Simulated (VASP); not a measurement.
**Si4Ge: single point with PBE**

Si4Ge:

```
Si Ge
1.0
     2.86552    0.00000    0.00000
    -1.43276    2.48162    0.00000
     0.00000    0.00000   21.91384
Si Ge
8 2
Direct
  0.33333 0.66667 0.95156
  0.33333 0.66667 0.14217
  0.33333 0.66667 0.35783
  0.33333 0.66667 0.54844
  0.66667 0.33333 0.04844
  0.66667 0.33333 0.45156
  0.66667 0.33333 0.64217
  0.66667 0.33333 0.85783
  0.33333 0.66667 0.75000
  0.66667 0.33333 0.25000
```

| Item | Value |
| --- | --- |
| Program | VASP 6.6.1 |
| Task | single point |
| Functional | PBE |
| Potentials or basis | VASP PAW PBE potentials, release 64 (Si, Ge_d) |
| Cutoff | 520 eV |
| k mesh | 6 × 6 × 1 |
| Occupations | gaussian, width 0.1 eV |
| Spin | no spin polarisation |
| Dipole correction | no |
| Further INCAR settings | ALGO = Normal; EDIFF = 1e-07; NBANDS = 41 |

```yaml
Pressure: 0.1 GPa
Largest_force: 0.032 eV/Å
Band_gap_on_the_k_mesh: zero (band 30 reaches 15.56 eV, above the bottom of band 31 at 6.91 eV)
```

Forces in eV/Å, atoms in the order of the input:
```
Si   0.000  0.000  0.008
Si   0.000  0.000 -0.032
Si   0.000  0.000  0.032
Si   0.000  0.000 -0.008
Si   0.000  0.000 -0.008
Si   0.000  0.000  0.008
Si   0.000  0.000 -0.032
Si   0.000  0.000  0.032
Ge   0.000  0.000  0.000
Ge   0.000  0.000  0.000
```

Levels at points of the mesh, in eV from the Fermi level:
```
           k point  band 28  band 29  band 30  band 31  band 32  band 33
(0.00, 0.00, 0.00)     6.48     6.48     6.53     6.53     7.16     7.16
(0.50, 0.00, 0.00)    -2.34    -1.26    -0.89    -0.69     0.62     1.62
```

Wall time 57 s on 1 thread of Intel(R) Xeon(R) 6975P-C (Granite Rapids), on a shared host, peak memory 0.3 GiB.

Caveat: the k points lie up to 0.42 Å⁻¹ apart.
